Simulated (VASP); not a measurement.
# NaLa (P-6m2) in VASP: settings compared, part 2 of 2

VASP 6.6.1.

### 5 Single point, RPBE+D3(BJ) (39.43 Å³/atom)

The input, INCAR:

```
SYSTEM = NaLa
PREC = Accurate
ENCUT = 520
EDIFF = 1E-6
ISMEAR = 1
SIGMA = 0.1
LREAL = .False.
LASPH = .True.
NELM = 100
ALGO = Normal
ISIF = 2
LWAVE = .False.
LCHARG = .False.
GGA = RP
IVDW = 12
NBANDS = 16
```

The input, KPOINTS:

```
Automatic mesh
0
Gamma
  9 9 4
  0 0 0
```

The input, POSCAR:

```
NaLa
1.0
    3.6999612433      0.0000000000      0.0000000000
   -1.8499806216      3.2042604297      0.0000000000
    0.0000000000      0.0000000000      6.6522667581
La Na
1 1
Direct
    0.3333333333      0.6666666667      0.5000000000
    0.0000000000      0.0000000000      0.0000000000
```

Potentials or basis: VASP PAW PBE potentials, release 64 (La, Na_pv).

The run is started by

```sh
cat potpaw_PBE.64/La/POTCAR potpaw_PBE.64/Na_pv/POTCAR > POTCAR
mpirun -np 1 vasp_std > vasp.out
```

OUTCAR:

```text
SYSTEM = NaLa
   PREC = Accurate
   ENCUT = 520
   EDIFF = 1E-6
   ISMEAR = 1
   LREAL = .False.
   LASPH = .True.
   NELM = 100
   ISIF = 2
   GGA = RP
   IVDW = 12
 IVDW          = 12

 ion  position               nearest neighbor table
   1  0.333  0.667  0.500-
   2  0.000  0.000  0.000-

  LATTYP: Found a hexagonal cell.
 ALAT       =     3.6999612433
 C/A-ratio  =     1.7979287675

  Lattice vectors:

 A1 = (   3.6999612433,   0.0000000000,   0.0000000000)
 A2 = (  -1.8499806216,   3.2042604297,   0.0000000000)
 A3 = (   0.0000000000,   0.0000000000,   6.6522667581)

Analysis of symmetry for initial positions (statically):
=====================================================================
 Subroutine PRICEL returns:
 Original cell was already a primitive cell.

 Routine SETGRP: Setting up the symmetry group for a
 hexagonal supercell.

 Subroutine GETGRP returns: Found 12 space group operations
 (whereof 12 operations were pure point group operations)
 out of a pool of 24 trial point group operations.

The static configuration has the point symmetry D_3h.

Analysis of symmetry for dynamics (positions and initial velocities):
=====================================================================
 Subroutine PRICEL returns:
 Original cell was already a primitive cell.

 Routine SETGRP: Setting up the symmetry group for a
 hexagonal supercell.

 Subroutine GETGRP returns: Found 12 space group operations
 (whereof 12 operations were pure point group operations)
 out of a pool of 24 trial point group operations.

The dynamic configuration has the point symmetry D_3h.

 Subroutine INISYM returns: Found 12 space group operations
 (whereof 12 operations are pure point group operations),
 and found     1 'primitive' translations

----------------------------------------------------------------------------------------

                                     Primitive cell

  volume of cell :      78.8669

  direct lattice vectors                    reciprocal lattice vectors
     3.699961243  0.000000000  0.000000000     0.270273101  0.156042248  0.000000000
    -1.849980622  3.204260430  0.000000000     0.000000000  0.312084496  0.000000000
     0.000000000  0.000000000  6.652266758     0.000000000  0.000000000  0.150324699

  length of vectors
     3.699961243  3.699961243  6.652266758     0.312084496  0.312084496  0.150324699

  position of ions in fractional coordinates (direct lattice)
     0.333333333  0.666666667  0.500000000
     0.000000000  0.000000000  0.000000000

  ion indices of the primitive-cell ions
   primitive index   ion index
                 1           1
                 2           2

----------------------------------------------------------------------------------------

 KPOINTS: Automatic mesh

Automatic generation of k-mesh.
 Grid dimensions read from file:
 generate k-points for:    9    9    4

 Generating k-lattice:

  Cartesian coordinates                     Fractional coordinates (reciprocal lattice)
     0.030030345  0.017338028  0.000000000     0.111111111  0.000000000  0.000000000
     0.000000000  0.034676055  0.000000000     0.000000000  0.111111111  0.000000000
     0.000000000  0.000000000  0.037581175     0.000000000  0.000000000  0.250000000

  Length of vectors
     0.034676055  0.034676055  0.037581175

  Shift w.r.t. Gamma in fractional coordinates (k-lattice)
     0.000000000  0.000000000  0.000000000

 Subroutine IBZKPT returns following result:
 ===========================================

 Found     36 irreducible k-points:

 Following reciprocal coordinates:
            Coordinates               Weight
  0.000000  0.000000  0.000000      1.000000
  0.111111  0.000000  0.000000      6.000000
  0.222222 -0.000000  0.000000      6.000000
  0.333333  0.000000  0.000000      6.000000
  0.444444 -0.000000  0.000000      6.000000
  0.111111  0.111111  0.000000      6.000000
[... 16 lines left out ...]
  0.333333  0.222222  0.250000     24.000000
  0.333333  0.333333  0.250000      4.000000
 [... further k-points ...]
   k-points           NKPTS =     36   k-points in BZ     NKDIM =     36   number of bands    NBANDS=     16
   number of dos      NEDOS =    301   number of ions     NIONS =      2
   total plane-waves  NPLWV =  39200
   dimension x,y,z NGX =    28 NGY =   28 NGZ =   50
   dimension x,y,z NGXF=    56 NGYF=   56 NGZF=  100
   ions per type =               1   1
   NGX,Y,Z   is equivalent  to a cutoff of  12.58, 12.58, 12.50 a.u.
   NGXF,Y,Z  is equivalent  to a cutoff of  25.16, 25.16, 24.99 a.u.
 SYSTEM =  NaLa
   PREC   = accura    normal or accurate (medium, high low for compatibility)
   ISTART =      0    job   : 0-new  1-cont  2-samecut
   ICHARG =      2    charge: 1-file 2-atom 10-const
   ISPIN  =      1    spin polarized calculation?
   LNONCOLLINEAR =      F non collinear calculations
   LSORBIT =      F    spin-orbit coupling
   LASPH  =      T    aspherical Exc in radial PAW
   ENCUT  =  520.0 eV  38.22 Ry    6.18 a.u.   6.88  6.88 12.37*2*pi/ulx,y,z
   NELM   =    100;   NELMIN=  2; NELMDL= -5     # of ELM steps
   EDIFF  = 0.1E-05   stopping-criterion for ELM
   LREAL  =      F    real-space projection
   EDIFFG = 0.1E-04   stopping-criterion for IOM
   NSW    =      0    number of steps for IOM
   IBRION =     -1    ionic relax: 0-MD 1-quasi-New 2-CG
   NFREE  =      0    steps in history (QN), initial steepest desc. (CG)
   ISIF   =      2    stress and relaxation
   ISYM   =      2    0-nonsym 1-usesym 2-fastsym
   POTIM  = 0.5000    time-step for ionic-motion
   TEBEG  =    0.0;   TEEND  =   0.0 temperature during run
   PSTRESS=    0.0 pullay stress
   NELECT =      18.0000    total number of electrons
   NUPDOWN=      -1.0000    fix difference up-down
   EMIN   =  10.00;   EMAX   =-10.00  energy-range for DOS
   EFERMI =   0.00;   METHOD = LEGACY
   ISMEAR =     1;   SIGMA  =   0.10  broadening in eV -4-tet -1-fermi 0-gaus
   EFERMI_NEDOS =   21; number of points for ismear=-14 and -15
   IALGO  =     38    algorithm
   IMIX   =      4    mixing-type and parameters
     AMIX     =   0.40;   BMIX     =  1.00
     AMIX_MAG =   1.60;   BMIX_MAG =  1.00
  volume/ion in A,a.u.               =      39.43       266.11
  Fermi-wavevector in a.u.,A,eV,Ry     =   1.000462  1.890600 13.618413  1.000925
  Thomas-Fermi vector in A             =   2.132820
   LORBIT       =      0    0 simple, 1 ext, 2 COOP (PROOUT), +10 PAW based schemes
   GGA     = RP    functional components
   LHFCALC =     F    Hartree Fock is set to
   AEXX    =    0.0000 exact exchange contribution
   IVDW    =    12    specifies the selected vdW correction
   LEPSILON=     F    determine dielectric tensor
   LRPA    =     F    only Hartree local field effects (RPA)
 non-spin polarized calculation
 Methfessel and Paxton  Order N= 1 SIGMA  =   0.10
  energy-cutoff  :      520.00
  volume of cell :       78.87
 maximum number of plane-waves:      2148
 NGX is ok and might be reduce to    28
   NGX = 13   NGY = 13   NGZ = 25

 number of electron      18.0000010 magnetization

 Free energy of the ion-electron system (eV)
  ---------------------------------------------------
  ext. energy  EPLUGINS =         0.00000000
  ---------------------------------------------------
  free energy    TOTEN  =        -5.38505888 eV

  energy without entropy =       -5.38580660  energy(sigma->0) =       -5.38530812

 E-fermi :   3.7959     XC(G=0):  -7.7737

 val. band max:        3.7829286647   @ k =   0.2222   0.2222   0.2500
 cond. band min:       3.8518059924   @ k =   0.2222   0.2222   0.0000
 fundamental gap:      0.0688773277
 Fermi energy:         3.7959425727

 k-point     1 :       0.0000    0.0000    0.0000
  band No.  band energies     occupation
      1     -29.4535      2.00000
      2     -20.6709      2.00000
      3     -20.6709      2.00000
      4     -20.6634      2.00000
      5     -13.2308      2.00000
      6     -12.5088      2.00000
[... 8 lines left out ...]
     15       5.4512     -0.00000
     16       5.4649     -0.00000
[... 419 lines left out ...]
 k-point    24 :       0.3333    0.3333    0.2500
  band No.  band energies     occupation
      1     -29.2917      2.00000
      2     -20.6921      2.00000
      3     -20.6919      2.00000
      4     -20.6583      2.00000
      5     -13.3071      2.00000
      6     -13.3052      2.00000
[... 8 lines left out ...]
     15       5.2249     -0.00000
     16       5.4294     -0.00000

 [... further k-points ...]

------------------------ aborting loop because EDIFF is reached ----------------------------------------

 Edisp (eV)   -3.12907

 E8    (eV) :    -2.3414

  FORCE on cell =-STRESS in cart. coord.  units (eV):
  Direction    XX          YY          ZZ          XY          YZ          ZX
  --------------------------------------------------------------------------------------
  -------------------------------------------------------------------------------------
  Total      -5.57453    -5.57453    -4.74102    -0.00000    -0.00000     0.00000
  in kB    -113.24639  -113.24639   -96.31359    -0.00000    -0.00000     0.00000
  external pressure =     -107.60 kB  Pullay stress =        0.00 kB

 VOLUME and BASIS-vectors are now :
 -----------------------------------------------------------------------------
  energy-cutoff  :      520.00
  volume of cell :       78.87
      direct lattice vectors                 reciprocal lattice vectors
     3.699961243  0.000000000  0.000000000     0.270273101  0.156042248  0.000000000
    -1.849980622  3.204260430  0.000000000     0.000000000  0.312084496  0.000000000
     0.000000000  0.000000000  6.652266758     0.000000000  0.000000000  0.150324699

 POSITION                                       TOTAL-FORCE (eV/Angst)
 -----------------------------------------------------------------------------------
     -0.00000      2.13617      3.32613         0.000000      0.000000      0.000000
      0.00000      0.00000      0.00000        -0.000000     -0.000000      0.000000
 -----------------------------------------------------------------------------------
    total drift:                                0.000000     -0.000000     -0.000000

  FREE ENERGIE OF THE ION-ELECTRON SYSTEM (eV)
  ---------------------------------------------------
  free  energy   TOTEN  =        -8.5141239305 eV

  energy  without entropy=       -8.5148716506  energy(sigma->0) =       -8.51437317
```

OSZICAR:

```text
N       E                     dE             d eps       ncg     rms          rms(c)
DAV:   1     0.183674754366E+03    0.18367E+03   -0.74627E+03  1152   0.136E+03
DAV:   2     0.143651504215E+02   -0.16931E+03   -0.16377E+03  1528   0.273E+02
DAV:   3    -0.409071655918E+01   -0.18456E+02   -0.18189E+02  1440   0.110E+02
DAV:   4    -0.581267636038E+01   -0.17220E+01   -0.16545E+01  2216   0.278E+01
DAV:   5    -0.587290326494E+01   -0.60227E-01   -0.60133E-01  1456   0.473E+00    0.279E+00
DAV:   6    -0.539743062138E+01    0.47547E+00   -0.12767E+00  2064   0.489E+00    0.144E+00
DAV:   7    -0.537223837800E+01    0.25192E-01   -0.19581E-01  1536   0.262E+00    0.683E-01
DAV:   8    -0.538567155470E+01   -0.13433E-01   -0.79139E-02  1968   0.211E+00    0.368E-01
DAV:   9    -0.538534041547E+01    0.33114E-03   -0.10848E-02  1928   0.873E-01    0.113E-01
DAV:  10    -0.538505190455E+01    0.28851E-03   -0.23748E-03  1960   0.367E-01    0.480E-02
DAV:  11    -0.538508356395E+01   -0.31659E-04   -0.39270E-04  2016   0.161E-01    0.265E-02
DAV:  12    -0.538506225978E+01    0.21304E-04   -0.53672E-05  1800   0.501E-02    0.108E-02
DAV:  13    -0.538505954589E+01    0.27139E-05   -0.12585E-05  2088   0.273E-02    0.196E-03
DAV:  14    -0.538505887850E+01    0.66739E-06   -0.87517E-07  1280   0.542E-03
   1 F= -.85141239E+01 E0= -.85143732E+01  d E =0.747720E-03
```

stdout:

```text
POSCAR found type information on POSCAR LaNa
 POSCAR found :  2 types and       2 ions
 scaLAPACK will be used
 -----------------------------------------------------------------------------
|                                                                             |
|                                                                             |
|     You enforced a specific xc type in the INCAR file but a different       |
|     I HOPE YOU KNOW WHAT YOU ARE DOING!                                     |
|                                                                             |
 -----------------------------------------------------------------------------

 LDA part: xc-table for (Slater+PW92), standard interpolation
 POSCAR, INCAR and KPOINTS ok, starting setup
 FFT: planning ... GRIDC
 FFT: planning ... GRID_SOFT
 FFT: planning ... GRID
 WAVECAR not read
 entering main loop
```

It took 32 s on 1 thread of Intel Xeon Platinum 8559C (Emerald Rapids), shared host; peak memory 0.23 GiB.

What came out:

- Free energy: -8.5141 eV
- Pressure: -10.8 GPa
- Band gap on the k mesh: zero (bands 9 and 10 overlap by 0.55 eV)
- Dispersion energy per atom: -1.565 eV

Levels at points of the mesh, in eV from the Fermi level:
| k point | band 6 | band 7 | band 8 | band 9 | band 10 | band 11 | band 12 | band 13 |
| --- | --- | --- | --- | --- | --- | --- | --- | --- |
| (0.00, 0.00, 0.00) | -16.30 | -16.30 | -3.17 | -1.15 | 0.62 | 1.04 | 1.48 | 1.49 |
| (0.00, 0.00, 0.50) | -16.30 | -16.30 | -2.36 | -1.98 | 0.10 | 1.04 | 1.24 | 1.49 |

Caveat: the cell stands under tension; the PAW data sets were made with another functional, which shifts forces and pressure a little; spin-orbit coupling is left out, which moves the levels of the heavy elements.

### 6 Single point, LDA (39.43 Å³/atom)

The input, INCAR:

```
SYSTEM = NaLa
PREC     = Accurate       ! precision mode
ENCUT    = 520            ! plane-wave cutoff, eV
EDIFF    = 1E-6           ! SCF threshold, eV
ISMEAR   = 0              ! smearing method
SIGMA    = 0.05           ! smearing width, eV
LREAL    = .False.        ! projectors in reciprocal space
LASPH    = .True.         ! aspherical terms in the spheres
NELM     = 60             ! most SCF steps
ALGO     = Normal         ! electronic algorithm
ISIF     = 2              ! what is computed and relaxed
LWAVE    = .False.        ! write WAVECAR
LCHARG   = .False.        ! write CHGCAR
GGA      = CA             ! functional
NBANDS   = 16             ! bands
```

The input, KPOINTS:

```
regular mesh
0
Gamma
  9 9 4
  0 0 0
```

POSCAR is that of step 5.

Potentials or basis: VASP PAW LDA potentials, release 64 (La, Na_pv).

The run is started by

```sh
cat potpaw_LDA.64/La/POTCAR potpaw_LDA.64/Na_pv/POTCAR > POTCAR
mpirun -np 1 vasp_std > vasp.out
```

Run time: 25 s. Hardware: 1 thread of Intel Xeon Platinum 8559C (Emerald Rapids), shared host; peak memory 0.2 GiB.

Results (log left out):

| Item | Value |
| --- | --- |
| Free energy | -6.4728 eV |
| Pressure | -3.0 GPa |
| Band gap on the k mesh | zero (bands 9 and 10 overlap by 0.52 eV) |

Stress tensor (GPa, compression positive):
```
-3.30  0.00  0.00
 0.00 -3.30  0.00
 0.00  0.00 -2.35
```

Levels at points of the mesh, in eV from the Fermi level:
| k point | band 7 | band 8 | band 9 | band 10 | band 11 | band 12 |
| --- | --- | --- | --- | --- | --- | --- |
| (0.00, 0.00, 0.00) | -16.15 | -3.18 | -1.19 | 0.67 | 0.89 | 1.32 |
| (0.00, 0.00, 0.50) | -16.15 | -2.37 | -1.96 | 0.05 | 0.89 | 1.08 |

Caveat: spin-orbit coupling is left out, which moves the levels of the heavy elements.

### 7 The runs side by side

```tsv
level	potentials or basis	smearing	gap on the mesh (eV)	pressure (GPa)
PBE	VASP PAW PBE potentials, release 64 (La, Na_pv)	gaussian 0.02 eV	none	-1.2
RPBE	VASP PAW PBE potentials, release 64 (La, Na_pv)	gaussian 0.05 eV	none	-0.3
PBE	VASP PAW PBE potentials, release 64 (La, Na_pv)	gaussian 0.05 eV	none	-1.2
RPBE+D3(BJ)	VASP PAW PBE potentials, release 64 (La, Na_pv)	methfessel-paxton 0.1 eV	none	-10.8
LDA	VASP PAW LDA potentials, release 64 (La, Na_pv)	gaussian 0.05 eV	none	-3.0
```

Alike in all rows: task single point; no spin polarisation; cell as given; k mesh 9 × 9 × 4; cutoff (eV) 520.

Caveats: spin-orbit coupling is left out, which moves the levels of the heavy elements; the PAW data sets were made with another functional, which shifts forces and pressure a little (at least some runs); the cell stands under tension (at least some runs).

Total energies depend on the potentials used, so only differences within one code and one set of settings carry meaning.
